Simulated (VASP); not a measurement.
The system is CaSe.

```
Se Ca
1.0
     0.00000    2.98527    2.98527
     2.98527    0.00000    2.98527
     2.98527    2.98527    0.00000
Se Ca
1 1
Direct
  0.50000 0.50000 0.50000
  0.00000 0.00000 0.00000
```

```yaml
Program: VASP 6.6.1
Task: relaxation of cell and atoms
Functional: PBEsol
Potentials_or_basis: VASP PAW PBE potentials, release 64 (Se, Ca_sv)
Cutoff: 700 eV
k_mesh: 8 × 8 × 8
Occupations: gaussian, width 0.03 eV
Spin: no spin polarisation
```

At the start: pressure -2.2 GPa; volume 26.60 Å³/atom.

Task: How do energy, volume and symmetry change on relaxing?

Result: Over 5 steps the energy falls by 8.9 meV/atom and the volume is 25.37 Å³/atom (-4.6 %); space group Fm-3m (No. 225, to 0.1 Å) before and after.

Step by step:
```
step  energy change (eV)  largest force (eV/Å)  pressure (GPa)  volume (Å³)
   1              0.0000                0.0000           -2.23        53.21
   2             -0.0175                0.0000            0.36        50.40
   3             -0.0179                0.0000            0.00        50.74
   4             -0.0178                0.0000            0.00        50.74
   5             -0.0178                0.0000            0.00        50.74
```

Final structure:
```
CELL_PARAMETERS angstrom
0.00000 2.93840 2.93840
2.93840 0.00000 2.93840
2.93840 2.93840 0.00000
ATOMIC_POSITIONS crystal
Se 0.50000 0.50000 0.50000
Ca 0.00000 0.00000 0.00000
```

Caveat: the PAW data sets were made with another functional, which shifts forces and pressure a little.
